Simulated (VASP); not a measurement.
# BN in VASP: further runs

BN is run at these levels: PBE+D3(BJ); tasks: single point.

Program: VASP 6.6.1. These are calculated values, not measurements. Logs are shortened: lines on timing, memory, paths and dates and some standing lists are left out, and cuts for length are marked.

## 1. The cell of the first run

The cell holds a slab with vacuum, 2 atoms: a = 2.383 Å, b = 2.383 Å, c = 26.000 Å, α = 90.00°, β = 90.00°, γ = 120.00°.

## 2. Single point, PBE+D3(BJ)

INCAR reads:

```
SYSTEM = BN
PREC = Accurate
ENCUT = 520
EDIFF = 1E-7
ISMEAR = 0
SIGMA = 0.02
LREAL = .False.
LASPH = .True.
NELM = 100
ALGO = Normal
ISIF = 2
LWAVE = .False.
LCHARG = .False.
LDIPOL = .True.
IDIPOL = 3
DIPOL = 0.5 0.5 0.500
GGA = PE
IVDW = 12
NBANDS = 11
```

KPOINTS reads:

```
regular mesh
0
Gamma
  12 12 1
  0 0 0
```

POSCAR reads:

```
BN
1.0
    2.3830000000      0.0000000000      0.0000000000
   -1.1915000000      2.0637385372      0.0000000000
    0.0000000000      0.0000000000     26.0000000000
B N
1 1
Direct
    0.0000000000      0.0000000000      0.5000000000
    0.6666666667      0.3333333333      0.5000000000
```

Potentials or basis: VASP PAW PBE potentials, release 64 (B, N).

On the command line:

```console
cat potpaw_PBE.64/B/POTCAR potpaw_PBE.64/N/POTCAR > POTCAR
mpirun -np 1 vasp_std > vasp.out
```

OUTCAR:

```text
SYSTEM = BN
   PREC = Accurate
   ENCUT = 520
   EDIFF = 1E-7
   ISMEAR = 0
   LREAL = .False.
   LASPH = .True.
   NELM = 100
   ISIF = 2
   GGA = PE
   IVDW = 12
 IVDW          = 12

 ion  position               nearest neighbor table
   1  0.000  0.000  0.500-   2 1.38   2 1.38   2 1.38
   2  0.667  0.333  0.500-   1 1.38   1 1.38   1 1.38

  LATTYP: Found a hexagonal cell.
 ALAT       =     2.3830000000
 C/A-ratio  =    10.9106168695

  Lattice vectors:

 A1 = (   2.3830000000,   0.0000000000,   0.0000000000)
 A2 = (  -1.1915000000,   2.0637385372,   0.0000000000)
 A3 = (   0.0000000000,   0.0000000000,  26.0000000000)

Analysis of symmetry for initial positions (statically):
=====================================================================
 Subroutine PRICEL returns:
 Original cell was already a primitive cell.

 Routine SETGRP: Setting up the symmetry group for a
 hexagonal supercell.

 Subroutine GETGRP returns: Found 12 space group operations
 (whereof 12 operations were pure point group operations)
 out of a pool of 24 trial point group operations.

The static configuration has the point symmetry D_3h.

Analysis of symmetry for dynamics (positions and initial velocities):
=====================================================================
 Subroutine PRICEL returns:
 Original cell was already a primitive cell.

 Routine SETGRP: Setting up the symmetry group for a
 hexagonal supercell.

 Subroutine GETGRP returns: Found 12 space group operations
 (whereof 12 operations were pure point group operations)
 out of a pool of 24 trial point group operations.

The dynamic configuration has the point symmetry D_3h.

 Subroutine INISYM returns: Found 12 space group operations
 (whereof 12 operations are pure point group operations),
 and found     1 'primitive' translations

----------------------------------------------------------------------------------------

                                     Primitive cell

  volume of cell :     127.8651

  direct lattice vectors                    reciprocal lattice vectors
     2.383000000  0.000000000  0.000000000     0.419639110  0.242278753  0.000000000
    -1.191500000  2.063738537  0.000000000     0.000000000  0.484557507  0.000000000
     0.000000000  0.000000000 26.000000000     0.000000000  0.000000000  0.038461538

  length of vectors
     2.383000000  2.383000000 26.000000000     0.484557507  0.484557507  0.038461538

  position of ions in fractional coordinates (direct lattice)
     0.000000000  0.000000000  0.500000000
     0.666666667  0.333333333  0.500000000

  ion indices of the primitive-cell ions
   primitive index   ion index
                 1           1
                 2           2

----------------------------------------------------------------------------------------

 KPOINTS: regular mesh

Automatic generation of k-mesh.
 Grid dimensions read from file:
 generate k-points for:   12   12    1

 Generating k-lattice:

  Cartesian coordinates                     Fractional coordinates (reciprocal lattice)
     0.034969926  0.020189896  0.000000000     0.083333333  0.000000000  0.000000000
     0.000000000  0.040379792  0.000000000     0.000000000  0.083333333  0.000000000
     0.000000000  0.000000000  0.038461538     0.000000000  0.000000000  1.000000000

  Length of vectors
     0.040379792  0.040379792  0.038461538

  Shift w.r.t. Gamma in fractional coordinates (k-lattice)
     0.000000000  0.000000000  0.000000000

 Subroutine IBZKPT returns following result:
 ===========================================

 Found     19 irreducible k-points:

 Following reciprocal coordinates:
            Coordinates               Weight
  0.000000  0.000000  0.000000      1.000000
  0.083333  0.000000  0.000000      6.000000
  0.166667  0.000000  0.000000      6.000000
  0.250000  0.000000  0.000000      6.000000
  0.333333  0.000000  0.000000      6.000000
  0.416667 -0.000000  0.000000      6.000000
[... 11 lines left out ...]
  0.333333  0.250000  0.000000     12.000000
  0.333333  0.333333  0.000000      2.000000
   k-points           NKPTS =     19   k-points in BZ     NKDIM =     19   number of bands    NBANDS=     11
   number of dos      NEDOS =    301   number of ions     NIONS =      2
   total plane-waves  NPLWV =  63504
   dimension x,y,z NGX =    18 NGY =   18 NGZ =  196
   dimension x,y,z NGXF=    36 NGYF=   36 NGZF=  392
   ions per type =               1   1
   NGX,Y,Z   is equivalent  to a cutoff of  12.56, 12.56, 12.53 a.u.
   NGXF,Y,Z  is equivalent  to a cutoff of  25.11, 25.11, 25.06 a.u.
 SYSTEM =  BN
   PREC   = accura    normal or accurate (medium, high low for compatibility)
   ISTART =      0    job   : 0-new  1-cont  2-samecut
   ICHARG =      2    charge: 1-file 2-atom 10-const
   ISPIN  =      1    spin polarized calculation?
   LNONCOLLINEAR =      F non collinear calculations
   LSORBIT =      F    spin-orbit coupling
   LASPH  =      T    aspherical Exc in radial PAW
   ENCUT  =  520.0 eV  38.22 Ry    6.18 a.u.   4.43  4.43 48.34*2*pi/ulx,y,z
   NELM   =    100;   NELMIN=  2; NELMDL= -5     # of ELM steps
   EDIFF  = 0.1E-06   stopping-criterion for ELM
   LREAL  =      F    real-space projection
   EDIFFG = 0.1E-05   stopping-criterion for IOM
   NSW    =      0    number of steps for IOM
   IBRION =     -1    ionic relax: 0-MD 1-quasi-New 2-CG
   NFREE  =      0    steps in history (QN), initial steepest desc. (CG)
   ISIF   =      2    stress and relaxation
   ISYM   =      2    0-nonsym 1-usesym 2-fastsym
   POTIM  = 0.5000    time-step for ionic-motion
   TEBEG  =    0.0;   TEEND  =   0.0 temperature during run
   PSTRESS=    0.0 pullay stress
   NELECT =       8.0000    total number of electrons
   NUPDOWN=      -1.0000    fix difference up-down
   EMIN   =  10.00;   EMAX   =-10.00  energy-range for DOS
   EFERMI =   0.00;   METHOD = LEGACY
   ISMEAR =     0;   SIGMA  =   0.02  broadening in eV -4-tet -1-fermi 0-gaus
   EFERMI_NEDOS =   21; number of points for ismear=-14 and -15
   IALGO  =     38    algorithm
   IMIX   =      4    mixing-type and parameters
     AMIX     =   0.40;   BMIX     =  1.00
     AMIX_MAG =   1.60;   BMIX_MAG =  1.00
  volume/ion in A,a.u.               =      63.93       431.44
  Fermi-wavevector in a.u.,A,eV,Ry     =   0.649911  1.228154  5.746894  0.422385
  Thomas-Fermi vector in A             =   1.719020
   LORBIT       =      0    0 simple, 1 ext, 2 COOP (PROOUT), +10 PAW based schemes
   GGA     = PE    functional components
   LHFCALC =     F    Hartree Fock is set to
   AEXX    =    0.0000 exact exchange contribution
   IVDW    =    12    specifies the selected vdW correction
   LEPSILON=     F    determine dielectric tensor
   LRPA    =     F    only Hartree local field effects (RPA)
 non-spin polarized calculation
 Gauss-broadening in eV      SIGMA  =   0.02
  energy-cutoff  :      520.00
  volume of cell :      127.87
 maximum number of plane-waves:      3535
 NGX is ok and might be reduce to    18
   NGX =  9   NGY =  9   NGZ = 97

 number of electron       8.0000001 magnetization

 dipolmoment           0.000000      0.000000     -0.000000 electrons x Angstroem

 Free energy of the ion-electron system (eV)
  ---------------------------------------------------
  ext. energy  EPLUGINS =         0.00000000
  ---------------------------------------------------
  free energy    TOTEN  =       -17.23206740 eV

  energy without entropy =      -17.23206740  energy(sigma->0) =      -17.23206740

 E-fermi :  -4.3726     XC(G=0):  -1.6615

 val. band max:       -4.4799629765   @ k =   0.3333   0.3333   0.0000
 cond. band min:       0.0058060649   @ k =   0.0000   0.0000   0.0000
 fundamental gap:      4.4857690415
 Fermi energy:        -4.3726036222

 k-point     1 :       0.0000    0.0000    0.0000
  band No.  band energies     occupation
      1     -23.0674      2.00000
      2     -10.5511      2.00000
      3      -5.6211      2.00000
      4      -5.6211      2.00000
      5       0.0058      0.00000
      6       0.8690      0.00000
      7       1.1551      0.00000
      8       1.6136      0.00000
      9       1.8732      0.00000
     10       2.7892      0.00000
     11       3.1512      0.00000

 k-point     2 :       0.0833    0.0000    0.0000
  band No.  band energies     occupation
      1     -22.9189      2.00000
      2     -10.3479      2.00000
      3      -6.2192      2.00000
      4      -5.9236      2.00000
      5       0.2534      0.00000
      6       1.1070      0.00000
      7       1.4004      0.00000
      8       1.8553      0.00000
      9       2.1187      0.00000
     10       3.0274      0.00000
     11       3.3966      0.00000

 k-point     3 :       0.1667    0.0000    0.0000
  band No.  band energies     occupation
      1     -22.4806      2.00000
      2      -9.7466      2.00000
      3      -7.7436      2.00000
      4      -6.6546      2.00000
      5       0.9787      0.00000
      6       1.8147      0.00000
      7       2.1357      0.00000
      8       2.5773      0.00000
      9       2.8516      0.00000
     10       3.7333      0.00000
     11       4.1258      0.00000
[... 197 lines left out ...]
 k-point    18 :       0.3333    0.2500    0.0000
  band No.  band energies     occupation
      1     -19.0477      2.00000
      2     -13.3109      2.00000
      3     -11.2348      2.00000
      4      -4.8666      2.00000
      5       0.8360      0.00000
      6       8.5877      0.00000
      7       8.6369      0.00000
      8      10.2062      0.00000
      9      10.2710      0.00000
     10      10.6040      0.00000
     11      10.8723      0.00000

 k-point    19 :       0.3333    0.3333    0.0000
  band No.  band energies     occupation
      1     -18.7990      2.00000
      2     -13.2832      2.00000
      3     -11.8060      2.00000
      4      -4.4800      2.00000
      5       0.5844      0.00000
      6       8.3549      0.00000
      7      10.0874      0.00000
      8      11.0761      0.00000
      9      11.4828      0.00000
     10      12.3479      0.00000
     11      12.6836      0.00000

------------------------ aborting loop because EDIFF is reached ----------------------------------------

 vacuum level on the upper side and lower side of the slab       (xc-potential included)        -0.014        -0.014

 Edisp (eV)   -0.16976

 E8    (eV) :    -0.0544

  FORCE on cell =-STRESS in cart. coord.  units (eV):
  Direction    XX          YY          ZZ          XY          YZ          ZX
  --------------------------------------------------------------------------------------
  -------------------------------------------------------------------------------------
  Total       7.11175     7.11175    -0.02298     0.00000    -0.00000     0.00000
  in kB      89.11174    89.11174    -0.28789     0.00000    -0.00000     0.00000
  external pressure =       59.31 kB  Pullay stress =        0.00 kB

 VOLUME and BASIS-vectors are now :
 -----------------------------------------------------------------------------
  energy-cutoff  :      520.00
  volume of cell :      127.87
      direct lattice vectors                 reciprocal lattice vectors
     2.383000000  0.000000000  0.000000000     0.419639110  0.242278753  0.000000000
    -1.191500000  2.063738537  0.000000000     0.000000000  0.484557507  0.000000000
     0.000000000  0.000000000 26.000000000     0.000000000  0.000000000  0.038461538

 POSITION                                       TOTAL-FORCE (eV/Angst)
 -----------------------------------------------------------------------------------
      0.00000      0.00000     13.00000         0.000000     -0.000000      0.000000
      1.19150      0.68791     13.00000        -0.000000      0.000000      0.000000
 -----------------------------------------------------------------------------------
    total drift:                                0.000001     -0.000001      0.000000

  FREE ENERGIE OF THE ION-ELECTRON SYSTEM (eV)
  ---------------------------------------------------
  free  energy   TOTEN  =       -17.4018270781 eV

  energy  without entropy=      -17.4018270781  energy(sigma->0) =      -17.40182708

 vacuum level on the upper side and lower side of the slab         1.075         1.075
```

Wall time 38 s (1 thread of Intel Xeon Platinum 8559C (Emerald Rapids), shared host); peak memory 0.24 GiB.

What came out:

* Free energy: -17.4018 eV
* Band gap on the k mesh: 4.49 eV (least direct gap 5.06 eV)
* Dispersion energy per atom: -0.085 eV

## 3. Single point, PBE+D3(BJ)

This run uses another cell than the first one.

INCAR reads:

```
SYSTEM = BN
PREC = Accurate
ENCUT = 520
EDIFF = 1E-6
ISMEAR = 0
SIGMA = 0.02
LREAL = .FALSE.
LASPH = .TRUE.
NELM = 80
ALGO = Normal
ISIF = 2
LWAVE = .FALSE.
LCHARG = .TRUE.
LDIPOL = .TRUE.
IDIPOL = 3
DIPOL = 0.5 0.5 0.500
GGA = PE
IVDW = 12
LELF = .TRUE.
LVHAR = .TRUE.
LVACPOTAV = .TRUE.
NBANDS = 11
```

KPOINTS reads:

```
regular mesh
0
G
  12 12 1
  0 0 0
```

POSCAR reads:

```
BN
1.0
    2.4160000000      0.0000000000      0.0000000000
   -1.2080000000      2.0923173755      0.0000000000
    0.0000000000      0.0000000000     26.0000000000
B N
1 1
Direct
    0.0000000000      0.0000000000      0.5000000000
    0.6666666667      0.3333333333      0.5000000000
```

Potentials or basis: VASP PAW PBE potentials, release 64 (B, N).

On the command line:

```console
cat potpaw_PBE.64/B/POTCAR potpaw_PBE.64/N/POTCAR > POTCAR
mpirun -np 1 vasp_std > vasp.out
```

Run time: 54 s. Hardware: 1 thread of Intel Xeon Platinum 8559C (Emerald Rapids), shared host; peak memory 0.24 GiB.

Results (log left out):

* Free energy: -17.5688 eV
* Band gap on the k mesh: 4.55 eV (least direct gap 4.96 eV)
* Dispersion energy per atom: -0.083 eV

Levels at points of the mesh, in eV from the valence-band top:
```tsv
k point	band 1	band 2	band 3	band 4	band 5	band 6	band 7	band 8	band 9
(0.00, 0.00, 0.00)	-18.33	-5.83	-1.20	-1.20	4.55	5.41	5.69	6.15	6.41
(0.50, 0.00, 0.00)	-14.91	-9.33	-4.30	-1.02	5.01	10.82	12.93	13.41	13.61
```

## 4. Single point, PBE+D3(BJ)

This run uses another cell than the first one.

INCAR reads:

```
SYSTEM = BN
PREC = Accurate ; ENCUT = 520
EDIFF = 1E-6 ; ISMEAR = 0
SIGMA = 0.02 ; LREAL = .FALSE.
LASPH = .TRUE. ; NELM = 80
ALGO = Normal ; ISIF = 2
LWAVE = .FALSE. ; LCHARG = .FALSE.
LDIPOL = .TRUE. ; IDIPOL = 3
DIPOL = 0.5 0.5 0.500 ; GGA = PE
IVDW = 12 ; NBANDS = 11
```

KPOINTS reads:

```
Automatic mesh
0
G
  12 12 1
  0 0 0
```

POSCAR reads:

```
BN
1.0
    2.5450000000      0.0000000000      0.0000000000
   -1.2725000000      2.2040346526      0.0000000000
    0.0000000000      0.0000000000     26.0000000000
B N
1 1
Direct
    0.0000000000      0.0000000000      0.5000000000
    0.6666666667      0.3333333333      0.5000000000
```

Potentials or basis: VASP PAW PBE potentials, release 64 (B, N).

On the command line:

```console
cat potpaw_PBE.64/B/POTCAR potpaw_PBE.64/N/POTCAR > POTCAR
mpirun -np 1 vasp_std > vasp.out
```

OUTCAR:

```text
SYSTEM = BN
   PREC = Accurate
   ENCUT = 520
   EDIFF = 1E-6
   ISMEAR = 0
   LREAL = .FALSE.
   LASPH = .TRUE.
   NELM = 80
   ISIF = 2
   GGA = PE
   IVDW = 12
 IVDW          = 12

 ion  position               nearest neighbor table
   1  0.000  0.000  0.500-   2 1.47   2 1.47   2 1.47
   2  0.667  0.333  0.500-   1 1.47   1 1.47   1 1.47

  LATTYP: Found a hexagonal cell.
 ALAT       =     2.5450000000
 C/A-ratio  =    10.2161100196

  Lattice vectors:

 A1 = (   2.5450000000,   0.0000000000,   0.0000000000)
 A2 = (  -1.2725000000,   2.2040346526,   0.0000000000)
 A3 = (   0.0000000000,   0.0000000000,  26.0000000000)

Analysis of symmetry for initial positions (statically):
=====================================================================
 Subroutine PRICEL returns:
 Original cell was already a primitive cell.

 Routine SETGRP: Setting up the symmetry group for a
 hexagonal supercell.

 Subroutine GETGRP returns: Found 12 space group operations
 (whereof 12 operations were pure point group operations)
 out of a pool of 24 trial point group operations.

The static configuration has the point symmetry D_3h.
[... 175 lines left out ...]
      7       1.0595      0.00000
      8       1.5177      0.00000
      9       1.7735      0.00000
     10       2.6824      0.00000
     11       3.0059      0.00000
[... 239 lines left out ...]
 k-point    19 :       0.3333    0.3333    0.0000
  band No.  band energies     occupation
      1     -18.7528      2.00000
      2     -12.4929      2.00000
      3     -11.9596      2.00000
      4      -4.8520      2.00000
      5      -0.2906      0.00000
      6       7.3728      0.00000
      7       8.0878      0.00000
      8       9.4837      0.00000
      9      10.0558      0.00000
     10      10.8191      0.00000
     11      11.1510      0.00000

------------------------ aborting loop because EDIFF is reached ----------------------------------------

 vacuum level on the upper side and lower side of the slab       (xc-potential included)        -0.010        -0.010

 Edisp (eV)   -0.14971

 E8    (eV) :    -0.0481

  FORCE on cell =-STRESS in cart. coord.  units (eV):
  Direction    XX          YY          ZZ          XY          YZ          ZX
  --------------------------------------------------------------------------------------
  -------------------------------------------------------------------------------------
  Total      -1.66097    -1.66097    -0.01803     0.00000     0.00000     0.00000
  in kB     -18.24711   -18.24711    -0.19811     0.00000     0.00000     0.00000
  external pressure =      -12.23 kB  Pullay stress =        0.00 kB

 VOLUME and BASIS-vectors are now :
 -----------------------------------------------------------------------------
  energy-cutoff  :      520.00
  volume of cell :      145.84
      direct lattice vectors                 reciprocal lattice vectors
     2.545000000  0.000000000  0.000000000     0.392927308  0.226856687  0.000000000
    -1.272500000  2.204034653  0.000000000     0.000000000  0.453713375  0.000000000
     0.000000000  0.000000000 26.000000000     0.000000000  0.000000000  0.038461538

 POSITION                                       TOTAL-FORCE (eV/Angst)
 -----------------------------------------------------------------------------------
      0.00000      0.00000     13.00000         0.000000      0.000000      0.000000
      1.27250      0.73468     13.00000         0.000000     -0.000000      0.000000
 -----------------------------------------------------------------------------------
    total drift:                               -0.000002      0.000001      0.000000

  FREE ENERGIE OF THE ION-ELECTRON SYSTEM (eV)
  ---------------------------------------------------
  free  energy   TOTEN  =       -17.7311464908 eV

  energy  without entropy=      -17.7311464908  energy(sigma->0) =      -17.73114649

 vacuum level on the upper side and lower side of the slab         1.004         1.004
```

OSZICAR:

```text
N       E                     dE             d eps       ncg     rms          rms(c)
DAV:   1     0.581474591106E+02    0.58147E+02   -0.31111E+03   434   0.507E+02
DAV:   2    -0.133524167710E+02   -0.71500E+02   -0.58239E+02   642   0.108E+02
DAV:   3    -0.192580054821E+02   -0.59056E+01   -0.59002E+01   585   0.446E+01
[... 13 lines left out ...]
DAV:  17    -0.175814234144E+02   -0.45883E-04   -0.20335E-06   490   0.476E-03    0.201E-03
DAV:  18    -0.175814325170E+02   -0.91025E-05   -0.99756E-08   547   0.165E-03    0.420E-04
DAV:  19    -0.175814364563E+02   -0.39394E-05   -0.53459E-08   492   0.104E-03    0.556E-04
DAV:  20    -0.175814378741E+02   -0.14178E-05   -0.27498E-08   492   0.744E-04    0.104E-04
DAV:  21    -0.175814379832E+02   -0.10909E-06   -0.88296E-10   552   0.171E-04
   1 F= -.17731146E+02 E0= -.17731146E+02  d E =-.327328E-39
```

It took 36 s on 1 thread of AMD EPYC 7R13 (Zen 3), shared host; peak memory 0.23 GiB.

Results:

```yaml
Free_energy: -17.7311 eV
Band_gap_on_the_k_mesh: 4.56 eV
Dispersion_energy_per_atom: -0.075 eV
```

## 5. Overview

```tsv
cell	gap on the mesh (eV)
a = 2.383, b = 2.383, c = 26.000 Å, angles 90.0, 90.0, 120.0°, 2 atoms	4.49
a = 2.416, b = 2.416, c = 26.000 Å, angles 90.0, 90.0, 120.0°, 2 atoms	4.55
a = 2.545, b = 2.545, c = 26.000 Å, angles 90.0, 90.0, 120.0°, 2 atoms	4.56
```

Alike in all rows: task single point; level PBE+D3(BJ); potentials or basis VASP PAW PBE potentials, release 64 (B, N); no spin polarisation; k mesh 12 × 12 × 1; cutoff (eV) 520; smearing gaussian 0.02 eV.

Absolute energies hang on the potentials; compare differences alone.
